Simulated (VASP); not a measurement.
Wanted: the native input for a VASP 6.6.1 run.

* Task: single point
* Functional: PBE
* Potentials or basis: VASP PAW PBE potentials, release 64 (Al, P)
* Cutoff: 500 eV
* k mesh: 6 × 6 × 6
* Occupations: gaussian, width 0.01 eV
* Spin: no spin polarisation
* Dipole correction: no
* Further INCAR settings: ALGO = Normal; EDIFF = 1e-06; NBANDS = 11

The structure of AlP lies in POSCAR:

```
AlP
1.0
    0.0000000000      2.7674449115      2.7674449115
    2.7674449115      0.0000000000      2.7674449115
    2.7674449115      2.7674449115      0.0000000000
Al P
1 1
Direct
    0.0000000000      0.0000000000      0.0000000000
    0.2500000000      0.2500000000      0.2500000000
```

These files were run (other wordings do the same):

INCAR

```
PREC = Accurate ; ENCUT = 500
EDIFF = 1E-6 ; ISMEAR = 0
SIGMA = 0.01 ; LREAL = F
LASPH = T ; NELM = 120
ALGO = Normal ; ISIF = 2
LWAVE = F ; LCHARG = T
GGA = PE ; LELF = T
LVHAR = T ; NBANDS = 11
GGA_COMPAT = F
```

KPOINTS

```
Automatic mesh
0
Gamma
  6 6 6
```

Potentials or basis: VASP PAW PBE potentials, release 64 (Al, P).

Command:

```sh
$ cat potpaw_PBE.64/Al/POTCAR potpaw_PBE.64/P/POTCAR > POTCAR
$ mpirun -np 1 vasp_std > vasp.out
```

Results of the run:

* Pressure: -1.2 GPa
* Band gap on the k mesh: 1.65 eV, indirect (least direct gap 2.96 eV)

Run time: 18 s on 1 thread of Intel(R) Xeon(R) Platinum 8259CL CPU @ 2.50GHz (Skylake/Cascade Lake), with other jobs on the host, peak memory 0.16 GiB.
